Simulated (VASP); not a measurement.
# ZnGe3 (Pm-3m) in VASP: settings compared

ZnGe3 is run at these levels: PBEsol, PBE; tasks: single point.

All numbers are computed with VASP 6.6.1; they aren't measurements. Logs are shortened: lines on timing, memory, paths and dates and some standing lists are left out, and cuts for length are marked.

## (1) The cell of the first run

Symmetry: Pm-3m, No. 221, cubic system. The conventional cell has a = 4.222 Å, b = 4.222 Å, c = 4.222 Å, α = 90.00°, β = 90.00°, γ = 90.00°. Within 3.9 Å of Ge (site symmetry 4/mmm) lie 8 Ge at 2.99 Å and 4 Zn at 2.99 Å. Zn (site symmetry m-3m) has 12 Ge at 2.99 Å within 3.9 Å.

## (2) Single point, PBEsol

File INCAR:

```
PREC = Accurate
ENCUT = 520
EDIFF = 1E-6
ISMEAR = 1
SIGMA = 0.1
LREAL = False
LASPH = True
NELM = 60
ALGO = Normal
ISIF = 2
LWAVE = False
LCHARG = False
GGA = PS
NBANDS = 35
```

File KPOINTS:

```
Automatic mesh
0
Gamma
  5 5 5
```

File POSCAR:

```
ZnGe3
1.0
    4.2223630000      0.0000000000      0.0000000000
    0.0000000000      4.2223630000      0.0000000000
    0.0000000000      0.0000000000      4.2223630000
Ge Zn
3 1
Direct
    0.5000000000      0.5000000000      0.0000000000
    0.5000000000      0.0000000000      0.5000000000
    0.0000000000      0.5000000000      0.5000000000
    0.0000000000      0.0000000000      0.0000000000
```

Potentials or basis: VASP PAW PBE potentials, release 64 (Ge_d, Zn).

The run is started by

```sh
$ cat potpaw_PBE.64/Ge_d/POTCAR potpaw_PBE.64/Zn/POTCAR > POTCAR
$ mpirun -np 1 vasp_std > vasp.out
```

OUTCAR:

```text
PREC = Accurate
   ENCUT = 520
   EDIFF = 1E-6
   ISMEAR = 1
   LREAL = False
   LASPH = True
   NELM = 60
   ISIF = 2
   GGA = PS

 ion  position               nearest neighbor table
   1  0.500  0.500  0.000-
   2  0.500  0.000  0.500-
   3  0.000  0.500  0.500-
   4  0.000  0.000  0.000-

  LATTYP: Found a simple cubic cell.
 ALAT       =     4.2223630000

  Lattice vectors:

 A1 = (   4.2223630000,   0.0000000000,   0.0000000000)
 A2 = (   0.0000000000,   4.2223630000,   0.0000000000)
 A3 = (   0.0000000000,   0.0000000000,   4.2223630000)

Analysis of symmetry for initial positions (statically):
=====================================================================
 Subroutine PRICEL returns:
 Original cell was already a primitive cell.

 Routine SETGRP: Setting up the symmetry group for a
 simple cubic supercell.

 Subroutine GETGRP returns: Found 48 space group operations
 (whereof 48 operations were pure point group operations)
 out of a pool of 48 trial point group operations.

The static configuration has the point symmetry O_h .

Analysis of symmetry for dynamics (positions and initial velocities):
=====================================================================
 Subroutine PRICEL returns:
 Original cell was already a primitive cell.

 Routine SETGRP: Setting up the symmetry group for a
 simple cubic supercell.

 Subroutine GETGRP returns: Found 48 space group operations
 (whereof 48 operations were pure point group operations)
 out of a pool of 48 trial point group operations.

The dynamic configuration has the point symmetry O_h .

 Subroutine INISYM returns: Found 48 space group operations
 (whereof 48 operations are pure point group operations),
 and found     1 'primitive' translations

----------------------------------------------------------------------------------------

                                     Primitive cell

  volume of cell :      75.2778

  direct lattice vectors                    reciprocal lattice vectors
     4.222363000  0.000000000  0.000000000     0.236834209  0.000000000  0.000000000
     0.000000000  4.222363000  0.000000000     0.000000000  0.236834209  0.000000000
     0.000000000  0.000000000  4.222363000     0.000000000  0.000000000  0.236834209

  length of vectors
     4.222363000  4.222363000  4.222363000     0.236834209  0.236834209  0.236834209

  position of ions in fractional coordinates (direct lattice)
     0.500000000  0.500000000  0.000000000
     0.500000000  0.000000000  0.500000000
     0.000000000  0.500000000  0.500000000
     0.000000000  0.000000000  0.000000000

  ion indices of the primitive-cell ions
   primitive index   ion index
                 1           1
                 2           2
                 3           3
                 4           4

----------------------------------------------------------------------------------------

 KPOINTS: Automatic mesh

Automatic generation of k-mesh.
 Grid dimensions read from file:
 generate k-points for:    5    5    5

 Generating k-lattice:

  Cartesian coordinates                     Fractional coordinates (reciprocal lattice)
     0.047366842  0.000000000  0.000000000     0.200000000  0.000000000  0.000000000
     0.000000000  0.047366842  0.000000000     0.000000000  0.200000000  0.000000000
     0.000000000  0.000000000  0.047366842     0.000000000  0.000000000  0.200000000

  Length of vectors
     0.047366842  0.047366842  0.047366842

  Shift w.r.t. Gamma in fractional coordinates (k-lattice)
     0.000000000  0.000000000  0.000000000

 Subroutine IBZKPT returns following result:
 ===========================================

 Found     10 irreducible k-points:

 Following reciprocal coordinates:
            Coordinates               Weight
  0.000000  0.000000  0.000000      1.000000
  0.200000  0.000000  0.000000      6.000000
  0.400000  0.000000  0.000000      6.000000
  0.200000  0.200000  0.000000     12.000000
  0.400000  0.200000  0.000000     24.000000
  0.400000  0.400000  0.000000     12.000000
  0.200000  0.200000  0.200000      8.000000
  0.400000  0.200000  0.200000     24.000000
  0.400000  0.400000  0.200000     24.000000
  0.400000  0.400000  0.400000      8.000000
   k-points           NKPTS =     10   k-points in BZ     NKDIM =     10   number of bands    NBANDS=     35
   number of dos      NEDOS =    301   number of ions     NIONS =      4
   total plane-waves  NPLWV =  32768
   dimension x,y,z NGX =    32 NGY =   32 NGZ =   32
   dimension x,y,z NGXF=    64 NGYF=   64 NGZF=   64
   ions per type =               3   1
   NGX,Y,Z   is equivalent  to a cutoff of  12.60, 12.60, 12.60 a.u.
   NGXF,Y,Z  is equivalent  to a cutoff of  25.20, 25.20, 25.20 a.u.
 SYSTEM =  unknown system
   PREC   = accura    normal or accurate (medium, high low for compatibility)
   ISTART =      0    job   : 0-new  1-cont  2-samecut
   ICHARG =      2    charge: 1-file 2-atom 10-const
   ISPIN  =      1    spin polarized calculation?
   LNONCOLLINEAR =      F non collinear calculations
   LSORBIT =      F    spin-orbit coupling
   LASPH  =      T    aspherical Exc in radial PAW
   ENCUT  =  520.0 eV  38.22 Ry    6.18 a.u.   7.85  7.85  7.85*2*pi/ulx,y,z
   NELM   =     60;   NELMIN=  2; NELMDL= -5     # of ELM steps
   EDIFF  = 0.1E-05   stopping-criterion for ELM
   LREAL  =      F    real-space projection
   EDIFFG = 0.1E-04   stopping-criterion for IOM
   NSW    =      0    number of steps for IOM
   IBRION =     -1    ionic relax: 0-MD 1-quasi-New 2-CG
   NFREE  =      0    steps in history (QN), initial steepest desc. (CG)
   ISIF   =      2    stress and relaxation
   ISYM   =      2    0-nonsym 1-usesym 2-fastsym
   POTIM  = 0.5000    time-step for ionic-motion
   TEBEG  =    0.0;   TEEND  =   0.0 temperature during run
   PSTRESS=    0.0 pullay stress
   NELECT =      54.0000    total number of electrons
   NUPDOWN=      -1.0000    fix difference up-down
   EMIN   =  10.00;   EMAX   =-10.00  energy-range for DOS
   EFERMI =   0.00;   METHOD = LEGACY
   ISMEAR =     1;   SIGMA  =   0.10  broadening in eV -4-tet -1-fermi 0-gaus
   EFERMI_NEDOS =   21; number of points for ismear=-14 and -15
   IALGO  =     38    algorithm
   IMIX   =      4    mixing-type and parameters
     AMIX     =   0.40;   BMIX     =  1.00
     AMIX_MAG =   1.60;   BMIX_MAG =  1.00
  volume/ion in A,a.u.               =      18.82       127.00
  Fermi-wavevector in a.u.,A,eV,Ry     =   1.465493  2.769381 29.220834  2.147671
  Thomas-Fermi vector in A             =   2.581344
   LORBIT       =      0    0 simple, 1 ext, 2 COOP (PROOUT), +10 PAW based schemes
   GGA     = PS    functional components
   LHFCALC =     F    Hartree Fock is set to
   AEXX    =    0.0000 exact exchange contribution
   IVDW    =     0    specifies the selected vdW correction
   LEPSILON=     F    determine dielectric tensor
   LRPA    =     F    only Hartree local field effects (RPA)
 non-spin polarized calculation
 Methfessel and Paxton  Order N= 1 SIGMA  =   0.10
  energy-cutoff  :      520.00
  volume of cell :       75.28
 maximum number of plane-waves:      2043
 NGX is ok and might be reduce to    32
   NGX = 15   NGY = 15   NGZ = 15

 number of electron      54.0000058 magnetization

 Free energy of the ion-electron system (eV)
  ---------------------------------------------------
  ext. energy  EPLUGINS =         0.00000000
  ---------------------------------------------------
  free energy    TOTEN  =       -15.20174755 eV

  energy without entropy =      -15.19129424  energy(sigma->0) =      -15.19826312

 E-fermi :   5.5307     XC(G=0): -11.2511

 val. band max:        5.5226735107   @ k =   0.4000   0.2000   0.2000
 cond. band min:       5.7721122049   @ k =   0.2000   0.0000   0.0000
 fundamental gap:      0.2494386942
 Fermi energy:         5.5307001393

 k-point     1 :       0.0000    0.0000    0.0000
  band No.  band energies     occupation
      1     -19.2381      2.00000
      2     -19.2381      2.00000
      3     -19.2381      2.00000
      4     -19.2259      2.00000
      5     -19.1915      2.00000
      6     -19.1915      2.00000
[... 27 lines left out ...]
     34      12.7357      0.00000
     35      12.7357      0.00000

 k-point     2 :       0.2000    0.0000    0.0000
  band No.  band energies     occupation
      1     -19.2362      2.00000
      2     -19.2253      2.00000
      3     -19.2253      2.00000
      4     -19.2176      2.00000
      5     -19.1904      2.00000
      6     -19.1842      2.00000
[... 27 lines left out ...]
     34      13.2605      0.00000
     35      13.2840      0.00000

 k-point     3 :       0.4000    0.0000    0.0000
  band No.  band energies     occupation
      1     -19.2330      2.00000
      2     -19.1999      2.00000
      3     -19.1922      2.00000
      4     -19.1922      2.00000
      5     -19.1875      2.00000
      6     -19.1677      2.00000
[... 27 lines left out ...]
     34      12.6317      0.00000
     35      12.9405      0.00000

 k-point     4 :       0.2000    0.2000    0.0000
  band No.  band energies     occupation
      1     -19.2269      2.00000
      2     -19.2205      2.00000
      3     -19.2202      2.00000
      4     -19.2074      2.00000
      5     -19.1867      2.00000
      6     -19.1784      2.00000
[... 27 lines left out ...]
     34      12.6312      0.00000
     35      13.1147      0.00000

 k-point     5 :       0.4000    0.2000    0.0000
  band No.  band energies     occupation
      1     -19.2214      2.00000
      2     -19.2036      2.00000
      3     -19.1901      2.00000
      4     -19.1884      2.00000
      5     -19.1852      2.00000
      6     -19.1689      2.00000
[... 106 lines left out ...]
 k-point     8 :       0.4000    0.2000    0.2000
  band No.  band energies     occupation
      1     -19.2166      2.00000
      2     -19.2027      2.00000
      3     -19.1974      2.00000
      4     -19.1843      2.00000
      5     -19.1801      2.00000
      6     -19.1734      2.00000
[... 27 lines left out ...]
     34      10.8384      0.00000
     35      13.6745      0.00000

 k-point     9 :       0.4000    0.4000    0.2000
  band No.  band energies     occupation
      1     -19.2051      2.00000
      2     -19.2003      2.00000
      3     -19.1957      2.00000
      4     -19.1914      2.00000
      5     -19.1873      2.00000
      6     -19.1738      2.00000
[... 27 lines left out ...]
     34      11.9170      0.00000
     35      13.0898      0.00000

 k-point    10 :       0.4000    0.4000    0.4000
  band No.  band energies     occupation
      1     -19.2057      2.00000
      2     -19.2004      2.00000
      3     -19.2004      2.00000
      4     -19.1966      2.00000
      5     -19.1937      2.00000
      6     -19.1937      2.00000
[... 27 lines left out ...]
     34      13.7596      0.00000
     35      15.2522      0.00000

------------------------ aborting loop because EDIFF is reached ----------------------------------------

  FORCE on cell =-STRESS in cart. coord.  units (eV):
  Direction    XX          YY          ZZ          XY          YZ          ZX
  --------------------------------------------------------------------------------------
  -------------------------------------------------------------------------------------
  Total       -1.8073088     -1.8073088     -1.8073088      0.0000000      0.0000000     -0.0000000
  in kB      -38.4659308    -38.4659308    -38.4659308      0.0000000      0.0000000     -0.0000000
  external PRESSURE =     -38.4659308 kB  Pullay stress =       0.0000000 kB

 VOLUME and BASIS-vectors are now :
 -----------------------------------------------------------------------------
  energy-cutoff  :      520.00
  volume of cell :       75.28
      direct lattice vectors                 reciprocal lattice vectors
     4.222363000  0.000000000  0.000000000     0.236834209  0.000000000  0.000000000
     0.000000000  4.222363000  0.000000000     0.000000000  0.236834209  0.000000000
     0.000000000  0.000000000  4.222363000     0.000000000  0.000000000  0.236834209

 POSITION                                       TOTAL-FORCE (eV/Angst)
 -----------------------------------------------------------------------------------
      2.11118      2.11118      0.00000         0.000000      0.000000      0.000000
      2.11118      0.00000      2.11118         0.000000      0.000000      0.000000
      0.00000      2.11118      2.11118         0.000000      0.000000      0.000000
      0.00000      0.00000      0.00000         0.000000      0.000000      0.000000
 -----------------------------------------------------------------------------------
    total drift:                                0.000000     -0.000000     -0.000000

  FREE ENERGIE OF THE ION-ELECTRON SYSTEM (eV)
  ---------------------------------------------------
  free  energy   TOTEN  =       -15.2017475535 eV

  energy  without entropy=      -15.1912942412  energy(sigma->0) =      -15.19826312
```

Wall time 24 s (1 thread of Intel Xeon 8259CL, shared host); peak memory 0.18 GiB.

Results:

```yaml
Free_energy: -15.2017 eV
Pressure: -3.8 GPa
Band_gap_on_the_k_mesh: zero (bands 27 and 28 overlap by 2.17 eV)
```

Levels at points of the mesh, in eV from the Fermi level:
```tsv
k point	band 25	band 26	band 27	band 28	band 29	band 30
(0.00, 0.00, 0.00)	-3.71	-3.71	-1.54	2.73	2.73	2.73
```

Caveat: the cell stands under tension; the PAW data sets were made with another functional, which shifts forces and pressure a little.

## (3) Single point, PBEsol

File INCAR:

```
SYSTEM = ZnGe3
  PREC = Accurate
  ENCUT = 520
  EDIFF = 1E-6
  ISMEAR = 1
  SIGMA = 0.1
  LREAL = .False.
  LASPH = .True.
  NELM = 100
  ALGO = Normal
  ISIF = 2
  LWAVE = .False.
  LCHARG = .True.
  GGA = PS
  LELF = .True.
  LVHAR = .True.
  NBANDS = 35
```

File KPOINTS:

```
regular mesh
0
Gamma
  5 5 5
  0 0 0
```

POSCAR is that of step 2.

Potentials or basis: VASP PAW PBE potentials, release 64 (Ge_d, Zn).

The run is started by

```sh
$ cat potpaw_PBE.64/Ge_d/POTCAR potpaw_PBE.64/Zn/POTCAR > POTCAR
$ mpirun -np 1 vasp_std > vasp.out
```

Run time: 24 s. Hardware: 1 thread of Intel Xeon 8259CL, shared host; peak memory 0.18 GiB.

Results (log left out):

```yaml
Free_energy: -15.2017 eV
Pressure: -3.8 GPa
Band_gap_on_the_k_mesh: zero (bands 27 and 28 overlap by 2.17 eV)
```

Levels at points of the mesh, in eV from the Fermi level:
| k point | band 23 | band 24 | band 25 | band 26 | band 27 | band 28 | band 29 | band 30 | band 31 | band 32 |
| --- | --- | --- | --- | --- | --- | --- | --- | --- | --- | --- |
| (0.00, 0.00, 0.00) | -5.17 | -3.71 | -3.71 | -3.71 | -1.54 | 2.73 | 2.73 | 2.73 | 4.30 | 4.30 |

Caveat: the cell stands under tension; the PAW data sets were made with another functional, which shifts forces and pressure a little.

(Continued in part 2 of 2.)
